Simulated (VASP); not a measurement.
Set up this calculation in VASP 6.6.1, as the native input.

- Task: single point
- Functional: RPBE
- Potentials or basis: VASP PAW PBE potentials, release 64 (Ta_pv)
- Cutoff: 520 eV
- k mesh: 14 × 14 × 4
- Occupations: fermi-dirac, width 0.1 eV
- Spin: no spin polarisation
- Dipole correction: no
- Further INCAR settings: ALGO = Normal; EDIFF = 1e-06; NBANDS = 30

The structure of Ta lies in POSCAR:

```
Ta
1.0
    2.9201200414      0.0000000000      0.0000000000
   -1.4600600207      2.5288981379      0.0000000000
    0.0000000000      0.0000000000      9.9461472909
Ta
4
Direct
    1.0000000000      1.0000000000      1.0000000000
    1.0000000000      1.0000000000      0.5000000000
    0.3333333333      0.6666666667      0.2500000000
    0.6666666667      0.3333333333      0.7500000000
```

This isn't the form of Ta at room conditions, which is bcc.

One way to write it, as run:

INCAR

```
PREC = Accurate ; ENCUT = 520
EDIFF = 1E-6 ; ISMEAR = -1
SIGMA = 0.1 ; LREAL = F
LASPH = T ; NELM = 60
ALGO = Normal ; ISIF = 2
LWAVE = F ; LCHARG = F
GGA = RP ; NBANDS = 30
```

KPOINTS

```
Automatic mesh
0
Gamma
  14 14 4
```

Potentials or basis: VASP PAW PBE potentials, release 64 (Ta_pv).

Command:

```bash
$ cat potpaw_PBE.64/Ta_pv/POTCAR > POTCAR
$ mpirun -np 1 vasp_std > vasp.out
```

Results of the run:

```json
{
 "Pressure": "8.1 GPa",
 "Band gap on the k mesh": "zero (bands 22 and 23 overlap by 1.05 eV)"
}
```

Caveat: the cell stands under pressure; the PAW data sets were made with another functional, which shifts forces and pressure a little; spin-orbit coupling is left out, which moves the levels of the heavy elements.

Run time: 66 s on 1 thread of Intel(R) Xeon(R) 6975P-C (Granite Rapids) (shared host), peak memory 0.26 GiB.
